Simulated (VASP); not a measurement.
Wanted: the native input for a VASP 6.6.1 run.

```yaml
Task: relaxation of cell and atoms
Functional: LDA
Potentials_or_basis: VASP PAW LDA potentials, release 64 (La)
Cutoff: 600 eV
k_mesh: 17 × 17 × 17
Occupations: fermi-dirac, width 0.08 eV
Spin: no spin polarisation
Target_pressure: 170 GPa
Dipole_correction: no
Further_INCAR_settings: ALGO = Normal; EDIFF = 1e-06; IBRION = 2; EDIFFG = -0.005; NSW = 60; ISIF = 3
```

The structure of La lies in POSCAR:

```
La
1.0
   -2.3554065356      2.3554065356      1.2954735946
    2.3554065356     -2.3554065356      1.2954735946
    2.3554065356      2.3554065356     -1.2954735946
La
2
Direct
   -0.3750000000     -0.1250000000     -0.2500000000
    0.3750000000      0.1250000000      0.2500000000
```

One way to write it, as run:

INCAR

```
SYSTEM = La
PREC = Accurate
ENCUT = 600
EDIFF = 1E-6
ISMEAR = -1
SIGMA = 0.08
LREAL = .FALSE.
LASPH = .TRUE.
NELM = 100
ALGO = Normal
ISIF = 3
LWAVE = .FALSE.
LCHARG = .FALSE.
GGA = CA
IBRION = 2
NSW = 60
EDIFFG = -0.005
PSTRESS = 1700.0
```

KPOINTS

```
regular mesh
0
G
  17 17 17
  0 0 0
```

Potentials or basis: VASP PAW LDA potentials, release 64 (La).

The run is started by

```bash
$ cat potpaw_LDA.64/La/POTCAR > POTCAR
$ mpirun -np 1 vasp_std > vasp.out
```

Results of the run:

| Quantity | Value |
| --- | --- |
| Relaxed volume | 14.71 Å³/atom |
| Relaxed cell | a = 3.617 Å, b = 3.617 Å, c = 3.617 Å, α = 97.29°, β = 97.29°, γ = 138.26° |
| Space group after relaxing (to 0.1 Å) | I4_1/amd (No. 141) |
| Energy change on relaxing (the run minimises the enthalpy) | -389.5 meV/atom |
| Ionic steps | 16 |
| Pressure after relaxing | 170.0 GPa |
| Band gap on the k mesh | zero (bands 11 and 12 overlap by 3.64 eV) |

Caveat: the cell is relaxed towards a set pressure, so the run minimises the enthalpy, not the energy; spin-orbit coupling is left out, which moves the levels of the heavy elements.

Wall time 14 min on 1 thread of Intel(R) Xeon(R) 6975P-C (Granite Rapids) (shared host), peak memory 0.39 GiB.
